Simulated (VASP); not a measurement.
# Sc (Cmcm) in VASP: single point with PBEsol

Aim: the single point of Sc with PBEsol.

Everything below comes from runs of VASP 6.6.1. Logs are shortened: lines on timing, memory, paths and dates and some standing lists are left out, and cuts for length are marked.

## 1. The cell of the first run

The structure is orthorhombic, space group Cmcm (No. 63). Conventional cell: a = 3.243 Å, b = 5.846 Å, c = 5.268 Å, α = 90.00°, β = 90.00°, γ = 90.00°. Within 4.3 Å of Sc (site symmetry m2m) lie 12 Sc at 3.24 to 3.34 Å.

## 2. Single point, PBEsol (strain -0.0200 x Voigt [1, -1, 0, 0, 0, 0])

Contents of INCAR:

```
SYSTEM = Sc
  PREC = Accurate
  ENCUT = 520
  EDIFF = 1E-7
  ISMEAR = 0
  SIGMA = 0.15
  LREAL = .False.
  LASPH = .True.
  NELM = 100
  ALGO = Fast
  ISIF = 2
  LWAVE = .False.
  LCHARG = .False.
  GGA = PS
  NBANDS = 18
```

Contents of KPOINTS:

```
Automatic mesh
0
Gamma
  18 18 10
  0 0 0
```

Contents of POSCAR:

```
Sc
1.0
    3.2426219393      0.0000000000      0.0000000000
   -1.6213109696      2.9228130957      0.0000000000
    0.0000000000      0.0000000000      5.2680000000
Sc
2
Direct
    0.3333333333      0.6666666667      0.2500000000
    0.6666666667      0.3333333333      0.7500000000
```

Potentials or basis: VASP PAW PBE potentials, release 64 (Sc_sv).

Run with:

```
> cat potpaw_PBE.64/Sc_sv/POTCAR > POTCAR
> mpirun -np 1 vasp_std > vasp.out
```

OUTCAR:

```text
SYSTEM = Sc
   PREC = Accurate
   ENCUT = 520
   EDIFF = 1E-7
   ISMEAR = 0
   LREAL = .False.
   LASPH = .True.
   NELM = 100
   ISIF = 2
   GGA = PS

 ion  position               nearest neighbor table
   1  0.333  0.667  0.250-   2 3.24   2 3.24   2 3.24   2 3.24   2 3.28   2 3.28
   2  0.667  0.333  0.750-   1 3.24   1 3.24   1 3.24   1 3.24   1 3.28   1 3.28

  LATTYP: Found a base centered orthorhombic cell.
 ALAT       =     3.2426219393
 B/A-ratio  =     1.8027467589
 C/A-ratio  =     1.6246112247

  Lattice vectors:

 A1 = (   1.6213109696,  -2.9228130957,   0.0000000000)
 A2 = (   1.6213109697,   2.9228130957,   0.0000000000)
 A3 = (   0.0000000000,   0.0000000000,   5.2680000000)

Analysis of symmetry for initial positions (statically):
=====================================================================
 Subroutine PRICEL returns:
 Original cell was already a primitive cell.

 Routine SETGRP: Setting up the symmetry group for a
 base centered orthorhombic supercell.

 Subroutine GETGRP returns: Found  8 space group operations
 (whereof  4 operations were pure point group operations)
 out of a pool of  8 trial point group operations.

The static configuration has the point symmetry C_2h.
 The point group associated with its full space group is D_2h.

Analysis of symmetry for dynamics (positions and initial velocities):
=====================================================================
 Subroutine PRICEL returns:
 Original cell was already a primitive cell.

 Routine SETGRP: Setting up the symmetry group for a
 base centered orthorhombic supercell.

 Subroutine GETGRP returns: Found  8 space group operations
 (whereof  4 operations were pure point group operations)
 out of a pool of  8 trial point group operations.

The dynamic configuration has the point symmetry C_2h.
 The point group associated with its full space group is D_2h.

 Subroutine INISYM returns: Found  8 space group operations
 (whereof  4 operations are pure point group operations),
 and found     1 'primitive' translations

----------------------------------------------------------------------------------------

                                     Primitive cell

  volume of cell :      49.9279

  direct lattice vectors                    reciprocal lattice vectors
     3.242621939  0.000000000  0.000000000     0.308392412  0.171068072  0.000000000
    -1.621310970  2.922813096  0.000000000     0.000000000  0.342136143  0.000000000
     0.000000000  0.000000000  5.268000000     0.000000000  0.000000000  0.189825361

  length of vectors
     3.242621939  3.342377246  5.268000000     0.352661544  0.342136143  0.189825361

  position of ions in fractional coordinates (direct lattice)
     0.333333333  0.666666667  0.250000000
     0.666666667  0.333333333  0.750000000

  ion indices of the primitive-cell ions
   primitive index   ion index
                 1           1
                 2           2

----------------------------------------------------------------------------------------

 KPOINTS: Automatic mesh

Automatic generation of k-mesh.
 Grid dimensions read from file:
 generate k-points for:   18   18   10

 Generating k-lattice:

  Cartesian coordinates                     Fractional coordinates (reciprocal lattice)
     0.017132912  0.009503782  0.000000000     0.055555556  0.000000000  0.000000000
     0.000000000  0.019007564  0.000000000     0.000000000  0.055555556  0.000000000
     0.000000000  0.000000000  0.018982536     0.000000000  0.000000000  0.100000000

  Length of vectors
     0.019592308  0.019007564  0.018982536

  Shift w.r.t. Gamma in fractional coordinates (k-lattice)
     0.000000000  0.000000000  0.000000000

 Subroutine IBZKPT returns following result:
 ===========================================

 Found    546 irreducible k-points:

 Following reciprocal coordinates:
            Coordinates               Weight
  0.000000  0.000000  0.000000      1.000000
  0.055556  0.000000  0.000000      4.000000
  0.111111  0.000000  0.000000      4.000000
  0.166667  0.000000  0.000000      4.000000
  0.222222  0.000000  0.000000      4.000000
  0.277778  0.000000  0.000000      4.000000
[... 16 lines left out ...]
 -0.333333  0.055556  0.000000      4.000000
 -0.277778  0.055556  0.000000      4.000000
 [... further k-points ...]
   k-points           NKPTS =    546   k-points in BZ     NKDIM =    546   number of bands    NBANDS=     18
   number of dos      NEDOS =    301   number of ions     NIONS =      2
   total plane-waves  NPLWV =  26880
   dimension x,y,z NGX =    24 NGY =   28 NGZ =   40
   dimension x,y,z NGXF=    48 NGYF=   56 NGZF=   80
   ions per type =               2
   NGX,Y,Z   is equivalent  to a cutoff of  12.30, 13.93, 12.62 a.u.
   NGXF,Y,Z  is equivalent  to a cutoff of  24.61, 27.85, 25.25 a.u.
 SYSTEM =  Sc
   PREC   = accura    normal or accurate (medium, high low for compatibility)
   ISTART =      0    job   : 0-new  1-cont  2-samecut
   ICHARG =      2    charge: 1-file 2-atom 10-const
   ISPIN  =      1    spin polarized calculation?
   LNONCOLLINEAR =      F non collinear calculations
   LSORBIT =      F    spin-orbit coupling
   LASPH  =      T    aspherical Exc in radial PAW
   ENCUT  =  520.0 eV  38.22 Ry    6.18 a.u.   6.03  6.21  9.79*2*pi/ulx,y,z
   NELM   =    100;   NELMIN=  2; NELMDL= -5     # of ELM steps
   EDIFF  = 0.1E-06   stopping-criterion for ELM
   LREAL  =      F    real-space projection
   EDIFFG = 0.1E-05   stopping-criterion for IOM
   NSW    =      0    number of steps for IOM
   IBRION =     -1    ionic relax: 0-MD 1-quasi-New 2-CG
   NFREE  =      0    steps in history (QN), initial steepest desc. (CG)
   ISIF   =      2    stress and relaxation
   ISYM   =      2    0-nonsym 1-usesym 2-fastsym
   POTIM  = 0.5000    time-step for ionic-motion
   TEBEG  =    0.0;   TEEND  =   0.0 temperature during run
   PSTRESS=    0.0 pullay stress
   NELECT =      22.0000    total number of electrons
   NUPDOWN=      -1.0000    fix difference up-down
   EMIN   =  10.00;   EMAX   =-10.00  energy-range for DOS
   EFERMI =   0.00;   METHOD = LEGACY
   ISMEAR =     0;   SIGMA  =   0.15  broadening in eV -4-tet -1-fermi 0-gaus
   EFERMI_NEDOS =   21; number of points for ismear=-14 and -15
   IALGO  =     68    algorithm
   IMIX   =      4    mixing-type and parameters
     AMIX     =   0.40;   BMIX     =  1.00
     AMIX_MAG =   1.60;   BMIX_MAG =  1.00
  volume/ion in A,a.u.               =      24.96       168.46
  Fermi-wavevector in a.u.,A,eV,Ry     =   1.245761  2.354147 21.115155  1.551920
  Thomas-Fermi vector in A             =   2.379969
   LORBIT       =      0    0 simple, 1 ext, 2 COOP (PROOUT), +10 PAW based schemes
   GGA     = PS    functional components
   LHFCALC =     F    Hartree Fock is set to
   AEXX    =    0.0000 exact exchange contribution
   IVDW    =     0    specifies the selected vdW correction
   LEPSILON=     F    determine dielectric tensor
   LRPA    =     F    only Hartree local field effects (RPA)
 non-spin polarized calculation
 RMM-DIIS sequential band-by-band and
 Gauss-broadening in eV      SIGMA  =   0.15
  energy-cutoff  :      520.00
  volume of cell :       49.93
 maximum number of plane-waves:      1362
   NGX = 13   NGY = 13   NGZ = 19

 number of electron      22.0000002 magnetization

 Free energy of the ion-electron system (eV)
  ---------------------------------------------------
  ext. energy  EPLUGINS =         0.00000000
  ---------------------------------------------------
  free energy    TOTEN  =       -13.19804230 eV

  energy without entropy =      -13.14946644  energy(sigma->0) =      -13.17375437

 E-fermi :   3.5041     XC(G=0):  -9.9380

 val. band max:        3.5030672262   @ k =   0.1667   0.2778   0.3000
 cond. band min:       3.5044448818   @ k =   0.4444   0.2222   0.3000
 fundamental gap:      0.0013776556
 Fermi energy:         3.5041460199

 k-point     1 :       0.0000    0.0000    0.0000
  band No.  band energies     occupation
      1     -45.7390      2.00000
      2     -45.6758      2.00000
      3     -24.6387      2.00000
      4     -24.3144      2.00000
      5     -24.3016      2.00000
      6     -24.2568      2.00000
[... 10 lines left out ...]
     17       5.8120      0.00000
     18       5.9129      0.00000

 k-point     2 :       0.0556    0.0000    0.0000
  band No.  band energies     occupation
      1     -45.7375      2.00000
      2     -45.6752      2.00000
      3     -24.6347      2.00000
      4     -24.3183      2.00000
      5     -24.3091      2.00000
      6     -24.2601      2.00000
[... 10 lines left out ...]
     17       5.7696      0.00000
     18       5.8519      0.00000

 k-point     3 :       0.1111    0.0000    0.0000
  band No.  band energies     occupation
      1     -45.7330      2.00000
      2     -45.6733      2.00000
      3     -24.6229      2.00000
      4     -24.3381      2.00000
      5     -24.3222      2.00000
      6     -24.2813      2.00000
[... 10 lines left out ...]
     17       5.6720      0.00000
     18       5.7037      0.00000

 k-point     4 :       0.1667    0.0000    0.0000
  band No.  band energies     occupation
      1     -45.7260      2.00000
      2     -45.6705      2.00000
      3     -24.6040      2.00000
      4     -24.3754      2.00000
      5     -24.3350      2.00000
      6     -24.3190      2.00000
[... 375 lines left out ...]
      4     -24.5011      2.00000
      5     -24.4866      2.00000
      6     -24.3806      2.00000
[... 10 lines left out ...]
     17       6.7924      0.00000
     18       7.1696      0.00000

 k-point    23 :      -0.3333    0.0556    0.0000
  band No.  band energies     occupation
      1     -45.7011      2.00000
      2     -45.6626      2.00000
      3     -24.5317      2.00000
      4     -24.5007      2.00000
      5     -24.4506      2.00000
      6     -24.3656      2.00000
[... 10 lines left out ...]
     17       6.3975      0.00000
     18       6.7200      0.00000

 k-point    24 :      -0.2778    0.0556    0.0000
  band No.  band energies     occupation
      1     -45.7109      2.00000
      2     -45.6651      2.00000
      3     -24.5617      2.00000
      4     -24.4524      2.00000
      5     -24.4080      2.00000
      6     -24.3483      2.00000
[... 10 lines left out ...]
     17       6.0463      0.00000
     18       6.3388      0.00000

 [... further k-points ...]
[... 5 lines left out ...]
  --------------------------------------------------------------------------------------
  -------------------------------------------------------------------------------------
  Total       -0.2266506     -1.1322072     -1.1778180     -0.0000000      0.0000000      0.0000000
  in kB       -7.2731794    -36.3323388    -37.7959827     -0.0000000      0.0000000      0.0000000
  external PRESSURE =     -27.1338336 kB  Pullay stress =       0.0000000 kB

 VOLUME and BASIS-vectors are now :
 -----------------------------------------------------------------------------
  energy-cutoff  :      520.00
  volume of cell :       49.93
      direct lattice vectors                 reciprocal lattice vectors
     3.242621939  0.000000000  0.000000000     0.308392412  0.171068072  0.000000000
    -1.621310970  2.922813096  0.000000000     0.000000000  0.342136143  0.000000000
     0.000000000  0.000000000  5.268000000     0.000000000  0.000000000  0.189825361

 POSITION                                       TOTAL-FORCE (eV/Angst)
 -----------------------------------------------------------------------------------
     -0.00000      1.94854      1.31700         0.000000      0.057908      0.000000
      1.62131      0.97427      3.95100        -0.000000     -0.057908     -0.000000
 -----------------------------------------------------------------------------------
    total drift:                               -0.000000      0.000000     -0.000000

  FREE ENERGIE OF THE ION-ELECTRON SYSTEM (eV)
  ---------------------------------------------------
  free  energy   TOTEN  =       -13.1980423041 eV

  energy  without entropy=      -13.1494664416  energy(sigma->0) =      -13.17375437
```

Wall time 3.8 min (1 thread of Intel Xeon 6975P-C (Granite Rapids), shared host); peak memory 0.48 GiB.

What came out:

```yaml
Free_energy: -13.1980 eV
Pressure: -2.7 GPa
Largest_force: 0.058 eV/Å
Band_gap_on_the_k_mesh: zero (band 11 reaches 4.38 eV, above the bottom of band 12 at 3.03 eV)
```

Forces in eV/Å, atoms in the order of the input:
```
Sc   0.000  0.058  0.000
Sc   0.000 -0.058  0.000
```

Caveat: the cell differs from its parent crystal (strain -0.0200 x Voigt [1, -1, 0, 0, 0, 0]); the PAW data sets were made with another functional, which shifts forces and pressure a little.
